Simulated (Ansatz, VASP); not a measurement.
## Lu: VASP beside Ansatz

Contents of INCAR:

```
SYSTEM = Lu
PREC     = Accurate       ! precision mode
ENCUT    = 520            ! plane-wave cutoff, eV
EDIFF    = 1E-8           ! SCF threshold, eV
ISMEAR   = -1             ! smearing method
SIGMA    = 0.03           ! smearing width, eV
LREAL    = .False.        ! projectors in reciprocal space
LASPH    = .True.         ! aspherical terms in the spheres
NELM     = 80             ! most SCF steps
ALGO     = Normal         ! electronic algorithm
ISIF     = 2              ! what is computed and relaxed
LWAVE    = .False.        ! write WAVECAR
LCHARG   = .False.        ! write CHGCAR
GGA      = PS             ! functional
LEFG     = .True.       
NBANDS   = 32             ! bands
```

Contents of KPOINTS:

```
Automatic mesh
0
Gamma
  13 13 8
  0 0 0
```

POSCAR

```
Lu
1.0
    3.4397009116      0.0000000000      0.0000000000
   -1.7198504558      2.9788683709      0.0000000000
    0.0000000000      0.0000000000      5.5666000000
Lu
2
Direct
    0.3333333333      0.6666666667      0.2500000000
    0.6666666667      0.3333333333      0.7500000000
```

Input for Ansatz:

```yaml
crystal:
  lattice:
    - [3.4397009116, 0.0, 0.0]
    - [-1.7198504558, 2.9788683709, 0.0]
    - [0.0, 0.0, 5.5666]
  atoms:
    - { symbol: Lu, position: [0.3333333333, 0.6666666667, 0.25] }
    - { symbol: Lu, position: [0.6666666667, 0.3333333333, 0.75] }
kpoints:
  mp_grid: { grid: [13, 13, 8] }
scf:
  occupations: { method: fermi_dirac, width: 0.03 }
hamiltonian:
  xc: pbesol
  pseudopotentials: { kind: all_electron, datasets: crystal }
output:
  forces: true
  stress: true
  eigenvalues: true
  efg: { contact_densities: true }
```

Change from the starting cell: equal xx and yy strain of -2 %, crystal datasets.

Alike in both runs: task electric field gradients; functional PBEsol; k mesh 13 × 13 × 8; occupations fermi-dirac, width 0.03 eV; no spin polarisation.

|  | VASP | Ansatz |
| --- | --- | --- |
| version | VASP 6.6.1 | Ansatz 0.2.0 |
| potentials or method | VASP PAW PBE potentials, release 64 (Lu), cutoff 520 eV | all-electron PAW with datasets made for the crystal, scalar-relativistic |

```tsv
	VASP	Ansatz	Ansatz less VASP
pressure (GPa)	-1.5	-1.7	-0.13
traceless stress, the component that is largest in VASP (GPa)	-1.85	-1.85	0.000
size of Vzz on the site where it differs most (V/Å²)	38.7	33.6	-5.13
```

VASP's potentials were made for PBE, not for PBEsol. Ansatz ran all-electron here, and VASP with PAW potentials.

Neither program's run includes spin-orbit coupling.
